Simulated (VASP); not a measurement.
**GaP: single point with PBE**

Crystal: GaP.

```
Ga P
1.0
     0.00000    2.75265    2.75265
     2.75265    0.00000    2.75265
     2.75265    2.75265    0.00000
Ga P
1 1
Direct
  0.00000 0.00000 0.00000
  0.25000 0.25000 0.25000
```

```json
{"Program": "VASP 6.6.1", "Task": "single point", "Functional": "PBE", "Potentials or basis": "VASP PAW PBE potentials, release 64 (Ga_d, P)", "Cutoff": "500 eV", "k mesh": "8 × 8 × 8", "Occupations": "gaussian, width 0.02 eV", "Spin": "no spin polarisation", "Dipole correction": "no", "Further INCAR settings": "ALGO = Normal; EDIFF = 1e-06; NBANDS = 16"}
```

The pressure is 0.0 GPa and the band gap on the k mesh is 1.58 eV, direct.

Levels at points of the mesh, in eV from the valence-band top:
```tsv
k point	band 7	band 8	band 9	band 10	band 11	band 12
(0.00, 0.00, 0.00)	0.00	0.00	0.00	1.58	3.90	3.90
(0.50, 0.00, 0.00)	-6.46	-1.07	-1.07	1.58	4.73	4.73
(0.50, 0.50, 0.00)	-6.61	-2.58	-2.58	1.72	1.85	10.37
```

Wall time 12 s on 1 thread of Intel(R) Xeon(R) 6975P-C (Granite Rapids) (shared host), peak memory 0.15 GiB.

A k mesh can miss the band edges. Expect the measured gap to be larger: semilocal functionals such as PBE lack the derivative discontinuity.
